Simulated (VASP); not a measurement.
Write the native input for VASP 6.6.1 that does the following.

- Task: electric field gradients
- Functional: PBE
- Potentials or basis: VASP PAW PBE potentials, release 64 (Se)
- Cutoff: 520 eV
- k mesh: 8 × 8 × 6
- Occupations: fermi-dirac, width 0.03 eV
- Spin: no spin polarisation
- Dipole correction: no
- Further INCAR settings: ALGO = Normal; EDIFF = 1e-08; NBANDS = 16

The structure of Se lies in POSCAR:

```
Se
1.0
    4.3987213744      0.0000000000      0.0000000000
   -2.1993606872      3.8094044544      0.0000000000
    0.0000000000      0.0000000000      4.9494500000
Se
3
Direct
    0.2170000000      0.0000000000      0.1666666667
    0.0000000000      0.2170000000      0.8333333333
    0.7830000000      0.7830000000      0.5000000000
```

This cell differs from its parent crystal: equal xx and yy strain of +1 %.

One way to write it, as run:

INCAR

```
ALGO = Normal ; EDIFF = 1E-8
ENCUT = 520 ; GGA = PE
ISIF = 2 ; ISMEAR = -1
LASPH = T ; LCHARG = F
LEFG = T ; LREAL = F
LWAVE = F ; NBANDS = 16
NELM = 60 ; PREC = Accurate
SIGMA = 0.03
```

KPOINTS

```
k-points
0
Gamma
  8 8 6
```

Potentials or basis: VASP PAW PBE potentials, release 64 (Se).

The run is started by

```console
$ cat potpaw_PBE.64/Se/POTCAR > POTCAR
$ mpirun -np 1 vasp_std > vasp.out
```

It gave:

```json
{
 "Pressure": "4.6 GPa",
 "Largest force": "0.971 eV/Å",
 "Band gap on the k mesh": "1.14 eV, indirect (least direct gap 1.23 eV)"
}
```

Caveat: the cell differs from its parent crystal (equal xx and yy strain of +1 %); without QUAD_EFG the Cq values of the log hold for a quadrupole moment of 1 mb, not for the nuclei.

Wall time 39 s on 1 thread of Intel(R) Xeon(R) 6975P-C (Granite Rapids) (shared host), peak memory 0.23 GiB.
